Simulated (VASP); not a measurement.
# GaSe (P6_3/mmc) in VASP: dielectric tensor with PBE

Aim: the dielectric tensor of GaSe with PBE.

All numbers are computed with VASP 6.6.1; they aren't measurements. Logs are shortened: lines on timing, memory, paths and dates and some standing lists are left out, and cuts for length are marked.

## 1. The cell of the first run

The structure is hexagonal, space group P6_3/mmc (No. 194). Conventional cell: a = 3.754 Å, b = 3.754 Å, c = 16.114 Å, α = 90.00°, β = 90.00°, γ = 120.00°. Within 3.2 Å of Ga (site symmetry 3m) lie 1 Ga at 2.43 Å and 3 Se at 2.46 Å. Se (site symmetry 3m) has 3 Ga at 2.46 Å within 3.2 Å.

## 2. Dielectric tensor, PBE

INCAR reads:

```
PREC = Accurate
ENCUT = 400
EDIFF = 1E-8
ISMEAR = 0
SIGMA = 0.01
LREAL = False
LASPH = True
NELM = 120
ALGO = Normal
ISIF = 2
LWAVE = False
LCHARG = False
GGA = PE
LEPSILON = True
GGA_COMPAT = False
```

KPOINTS reads:

```
Automatic mesh
0
Gamma
  6 6 2
```

POSCAR reads:

```
GaSe
1.0
    3.7535241568      0.0000000000      0.0000000000
   -1.8767620784      3.2506472735      0.0000000000
    0.0000000000      0.0000000000     16.1143200315
Ga Se
4 4
Direct
    0.3333333333      0.6666666667      0.1745345898
    0.6666666667      0.3333333333      0.6745345898
    0.3333333333      0.6666666667      0.3254654102
    0.6666666667      0.3333333333      0.8254654102
    0.3333333333      0.6666666667      0.6026658878
    0.6666666667      0.3333333333      0.1026658878
    0.3333333333      0.6666666667      0.8973341122
    0.6666666667      0.3333333333      0.3973341122
```

Potentials or basis: VASP PAW PBE potentials, release 64 (Ga_d, Se).

Run with:

```
cat potpaw_PBE.64/Ga_d/POTCAR potpaw_PBE.64/Se/POTCAR > POTCAR
mpirun -np 1 vasp_std > vasp.out
```

OUTCAR:

```text
PREC = Accurate
   ENCUT = 400
   EDIFF = 1E-8
   ISMEAR = 0
   LREAL = False
   LASPH = True
   NELM = 120
   ISIF = 2
   GGA = PE
   LEPSILON = True

 ion  position               nearest neighbor table
   1  0.333  0.667  0.175-   3 2.43   6 2.46   6 2.46   6 2.46
   2  0.667  0.333  0.675-   4 2.43   5 2.46   5 2.46   5 2.46
   3  0.333  0.667  0.325-   1 2.43   8 2.46   8 2.46   8 2.46
   4  0.667  0.333  0.825-   2 2.43   7 2.46   7 2.46   7 2.46
   5  0.333  0.667  0.603-   2 2.46   2 2.46   2 2.46
   6  0.667  0.333  0.103-   1 2.46   1 2.46   1 2.46
   7  0.333  0.667  0.897-   4 2.46   4 2.46   4 2.46
   8  0.667  0.333  0.397-   3 2.46   3 2.46   3 2.46

  LATTYP: Found a hexagonal cell.
 ALAT       =     3.7535241568
 C/A-ratio  =     4.2931174433

  Lattice vectors:

 A1 = (   3.7535241568,   0.0000000000,   0.0000000000)
 A2 = (  -1.8767620784,   3.2506472735,   0.0000000000)
 A3 = (   0.0000000000,   0.0000000000,  16.1143200315)

Analysis of symmetry for initial positions (statically):
=====================================================================
 Subroutine PRICEL returns:
 Original cell was already a primitive cell.

 Routine SETGRP: Setting up the symmetry group for a
 hexagonal supercell.

 Subroutine GETGRP returns: Found 24 space group operations
 (whereof 12 operations were pure point group operations)
 out of a pool of 24 trial point group operations.

The static configuration has the point symmetry D_3d.
 The point group associated with its full space group is D_6h.

Analysis of symmetry for dynamics (positions and initial velocities):
=====================================================================
 Subroutine PRICEL returns:
 Original cell was already a primitive cell.

 Routine SETGRP: Setting up the symmetry group for a
 hexagonal supercell.

 Subroutine GETGRP returns: Found 24 space group operations
 (whereof 12 operations were pure point group operations)
 out of a pool of 24 trial point group operations.

The dynamic configuration has the point symmetry D_3d.
 The point group associated with its full space group is D_6h.

 Subroutine INISYM returns: Found 24 space group operations
 (whereof 12 operations are pure point group operations),
 and found     1 'primitive' translations

----------------------------------------------------------------------------------------

                                     Primitive cell

  volume of cell :     196.6170

  direct lattice vectors                    reciprocal lattice vectors
     3.753524157  0.000000000  0.000000000     0.266416295  0.153815520  0.000000000
    -1.876762078  3.250647273  0.000000000     0.000000000  0.307631040  0.000000000
     0.000000000  0.000000000 16.114320032     0.000000000  0.000000000  0.062056605

  length of vectors
     3.753524157  3.753524157 16.114320032     0.307631040  0.307631040  0.062056605

  position of ions in fractional coordinates (direct lattice)
     0.333333333  0.666666667  0.174534590
     0.666666667  0.333333333  0.674534590
     0.333333333  0.666666667  0.325465410
     0.666666667  0.333333333  0.825465410
     0.333333333  0.666666667  0.602665888
     0.666666667  0.333333333  0.102665888
     0.333333333  0.666666667  0.897334112
     0.666666667  0.333333333  0.397334112

  ion indices of the primitive-cell ions
   primitive index   ion index
                 1           1
                 2           2
                 3           3
                 4           4
                 5           5
                 6           6
                 7           7
                 8           8

----------------------------------------------------------------------------------------

 KPOINTS: Automatic mesh

Automatic generation of k-mesh.
[... 102 lines left out ...]
 Fermi energy:         3.4345763768

 k-point     1 :       0.0000    0.0000    0.0000
  band No.  band energies     occupation
      1     -11.7999      2.00000
      2     -11.7992      2.00000
      3     -11.6725      2.00000
      4     -11.6725      2.00000
      5     -11.6724      2.00000
      6     -11.6724      2.00000
[... 661 lines left out ...]
     44       7.5031      0.00000
     45       8.1461      0.00000

  FORCE on cell =-STRESS in cart. coord.  units (eV):
  Direction    XX          YY          ZZ          XY          YZ          ZX
  --------------------------------------------------------------------------------------
  -------------------------------------------------------------------------------------
  Total        3.7545345      3.7545345      3.6054974      0.0000000      0.0000000     -0.0000000
  in kB       30.5946606     30.5946606     29.3801983      0.0000000      0.0000000     -0.0000000
  external PRESSURE =      30.1898398 kB  Pullay stress =       0.0000000 kB

 VOLUME and BASIS-vectors are now :
 -----------------------------------------------------------------------------
  energy-cutoff  :      400.00
  volume of cell :      196.62
      direct lattice vectors                 reciprocal lattice vectors
     3.753524157  0.000000000  0.000000000     0.266416295  0.153815520  0.000000000
    -1.876762078  3.250647273  0.000000000     0.000000000  0.307631040  0.000000000
     0.000000000  0.000000000 16.114320032     0.000000000  0.000000000  0.062056605

 POSITION                                       TOTAL-FORCE (eV/Angst)
 -----------------------------------------------------------------------------------
     -0.00000      2.16710      2.81251         0.000000      0.000000      0.131341
      1.87676      1.08355     10.86967        -0.000000      0.000000      0.131341
     -0.00000      2.16710      5.24465         0.000000     -0.000000     -0.131341
      1.87676      1.08355     13.30181        -0.000000     -0.000000     -0.131341
     -0.00000      2.16710      9.71155        -0.000000      0.000000     -0.273376
      1.87676      1.08355      1.65439         0.000000     -0.000000     -0.273376
     -0.00000      2.16710     14.45993        -0.000000      0.000000      0.273376
      1.87676      1.08355      6.40277         0.000000      0.000000      0.273376
 -----------------------------------------------------------------------------------
    total drift:                               -0.000000      0.000000      0.000000

  FREE ENERGIE OF THE ION-ELECTRON SYSTEM (eV)
  ---------------------------------------------------
  free  energy   TOTEN  =       -30.1850011843 eV

  energy  without entropy=      -30.1850011843  energy(sigma->0) =      -30.18500118

 HEAD OF MICROSCOPIC STATIC DIELECTRIC TENSOR (INDEPENDENT PARTICLE, excluding Hartree and local field effects)
 ------------------------------------------------------
           9.419020     0.000000     0.000000
           0.000000     9.419020    -0.000000
           0.000000    -0.000000     9.698104
 ------------------------------------------------------

 Free energy of the ion-electron system (eV)
  ---------------------------------------------------
  ---------------------------------------------------
  free energy    TOTEN  =        -4.66607445 eV

  energy without entropy =       -4.66607445

------------------------ aborting loop because EDIFF is reached ----------------------------------------

--------------------------------------- Ionic step        2  -------------------------------------------

------------------------ aborting loop because EDIFF is reached ----------------------------------------

--------------------------------------- Ionic step        3  -------------------------------------------

 Free energy of the ion-electron system (eV)
  ---------------------------------------------------
  ---------------------------------------------------
  free energy    TOTEN  =        -3.72884414 eV

  energy without entropy =       -3.72884414

------------------------ aborting loop because EDIFF is reached ----------------------------------------

 PIEZOELECTRIC TENSOR FIELD DIRECTION 3  (e Angst)
 -----------------------------------------------------------------------------
     0.00004  0.00000  0.00000           (  0.00000  0.00000  0.00000)
     0.00000  0.00004  0.00000           (  0.00000  0.00000  0.00000)
     0.00000 -0.00000 -0.00011           (  0.00000  0.00000 -0.00000)

 PIEZOELECTRIC TENSOR FIELD DIRECTION 3  (C/m^2)
 -----------------------------------------------------------------------------
     0.00000  0.00000  0.00000
     0.00000  0.00000  0.00000
     0.00000 -0.00000 -0.00001

 MACROSCOPIC STATIC DIELECTRIC TENSOR (including local field effects in DFT)
 ------------------------------------------------------
           8.854745     0.000000    -0.000000
           0.000000     8.854745     0.000000
           0.000000     0.000000     7.357475
 ------------------------------------------------------

 PIEZOELECTRIC TENSOR (including local field effects)  for field in x, y, z        (e  Angst)
          XX          YY          ZZ          XY          YZ          ZX
  --------------------------------------------------------------------------------
  x     0.00000     0.00000     0.00000     0.00000     0.00000     0.00000
  y     0.00000     0.00000     0.00000     0.00000     0.00000     0.00000
  z     0.00000     0.00000     0.00000     0.00000     0.00000     0.00000

 PIEZOELECTRIC TENSOR (including local field effects)  for field in x, y, z        (C/m^2)
          XX          YY          ZZ          XY          YZ          ZX
  --------------------------------------------------------------------------------
  x     0.00000     0.00000     0.00000     0.00000     0.00000     0.00000
  y     0.00000     0.00000     0.00000     0.00000     0.00000     0.00000
  z     0.00000     0.00000     0.00000     0.00000     0.00000     0.00000

 BORN EFFECTIVE CHARGES (including local field effects) (in |e|, cummulative output)
 ---------------------------------------------------------------------------------
 ion    1
    1     2.31933     0.00000     0.00000
    2     0.00000     2.31933     0.00000
    3     0.00000     0.00000     0.83355
 ion    2
    1     2.31933     0.00000     0.00000
    2     0.00000     2.31933    -0.00000
    3    -0.00000    -0.00000     0.83355
 ion    3
    1     2.31933     0.00000    -0.00000
    2     0.00000     2.31933    -0.00000
    3    -0.00000    -0.00000     0.83355
 ion    4
    1     2.31933     0.00000     0.00000
    2     0.00000     2.31933     0.00000
    3     0.00000     0.00000     0.83355
 ion    5
    1    -2.31933     0.00000     0.00000
    2     0.00000    -2.31933    -0.00000
    3    -0.00000     0.00000    -0.83355
 ion    6
    1    -2.31933     0.00000     0.00000
    2     0.00000    -2.31933     0.00000
    3     0.00000    -0.00000    -0.83355
 ion    7
    1    -2.31933     0.00000     0.00000
    2     0.00000    -2.31933     0.00000
    3     0.00000    -0.00000    -0.83355
 ion    8
    1    -2.31933     0.00000     0.00000
    2     0.00000    -2.31933    -0.00000
    3     0.00000    -0.00000    -0.83355
```

Wall time 29 min (1 thread of Intel Xeon Platinum 8488C (Sapphire Rapids), shared host); peak memory 0.51 GiB.

Results:

```yaml
Band_gap_on_the_k_mesh: 0.97 eV
Electronic_dielectric_tensor_diagonal: 8.85, 8.85, 7.36
Born_charges_mean_of_the_diagonal: Ga +1.82; Se -1.82 e
```

Levels at points of the mesh, in eV from the valence-band top:
| k point | band 35 | band 36 | band 37 | band 38 | band 39 | band 40 | band 41 | band 42 |
| --- | --- | --- | --- | --- | --- | --- | --- | --- |
| (0.00, 0.00, 0.00) | -1.31 | -1.21 | -1.21 | 0.00 | 0.97 | 1.86 | 2.17 | 2.29 |
| (0.50, 0.00, 0.00) | -2.41 | -2.37 | -2.28 | -1.85 | 1.16 | 1.32 | 1.80 | 1.88 |
| (0.00, 0.00, 0.50) | -1.24 | -1.24 | -0.83 | -0.83 | 1.55 | 1.55 | 2.22 | 2.22 |
| (0.50, 0.00, 0.50) | -2.47 | -2.47 | -2.12 | -2.12 | 1.45 | 1.45 | 1.62 | 1.62 |

Electronic dielectric tensor:
```
8.85 0.00 0.00
0.00 8.85 0.00
0.00 0.00 7.36
```

Born effective charge tensors (e):
atom 1, Ga
```
2.32 0.00 0.00
0.00 2.32 0.00
0.00 0.00 0.83
```
atom 2, Ga
```
2.32 0.00 0.00
0.00 2.32 0.00
0.00 0.00 0.83
```
atom 3, Ga
```
2.32 0.00 0.00
0.00 2.32 0.00
0.00 0.00 0.83
```
atom 4, Ga
```
2.32 0.00 0.00
0.00 2.32 0.00
0.00 0.00 0.83
```
atom 5, Se
```
-2.32  0.00  0.00
 0.00 -2.32  0.00
 0.00  0.00 -0.83
```
atom 6, Se
```
-2.32  0.00  0.00
 0.00 -2.32  0.00
 0.00  0.00 -0.83
```
atom 7, Se
```
-2.32  0.00  0.00
 0.00 -2.32  0.00
 0.00  0.00 -0.83
```
atom 8, Se
```
-2.32  0.00  0.00
 0.00 -2.32  0.00
 0.00  0.00 -0.83
```

Caveat: this functional lacks dispersion, which binds layers or chains, so the pressure and a relaxed spacing across them are unreliable.
